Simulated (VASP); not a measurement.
Here is a VASP 6.6.1 calculation.

The input POSCAR:

```
LiF
1.0
    0.0000000000      1.9852325259      1.9852325259
    1.9852325259      0.0000000000      1.9852325259
    1.9852325259      1.9852325259      0.0000000000
Li F
1 1
Direct
    0.0000000000      0.0000000000      0.0000000000
    0.5000000000      0.5000000000      0.5000000000
```

File INCAR.step1:

```
  PREC = Accurate
  ENCUT = 520
  EDIFF = 1E-5
  ISMEAR = 0
  SIGMA = 0.02
  LREAL = F
  LASPH = T
  NELM = 80
  ALGO = Normal
  ISIF = 2
  LWAVE = T
  LCHARG = F
  NBANDS = 12
  GGA = PE
```

INCAR.step2

```
  PREC = Accurate
  ENCUT = 520
  EDIFF = 1E-6
  ISMEAR = 0
  SIGMA = 0.02
  LREAL = F
  LASPH = T
  NELM = 80
  ALGO = Normal
  ISIF = 2
  LWAVE = F
  LCHARG = F
  GGA = PE
  LHFCALC = T
  HFSCREEN = 0.2079
  PRECFOCK = Normal
  NBANDS = 12
  ISTART = 1
```

File KPOINTS:

```
Automatic mesh
0
Gamma
  6 6 6
```

Potentials or basis: VASP PAW PBE potentials, release 64 (Li_sv, F).

Launch:

```sh
$ cat potpaw_PBE.64/Li_sv/POTCAR potpaw_PBE.64/F/POTCAR > POTCAR
$ cp INCAR.step1 INCAR
$ mpirun -np 1 vasp_std > vasp.out
$ cp INCAR.step2 INCAR
$ mpirun -np 1 vasp_std > vasp.out
```

Problem. Predict the band gap on the k mesh.

Solution. 11.81 eV, direct.

Caveat: the k points lie up to 0.46 Å⁻¹ apart.
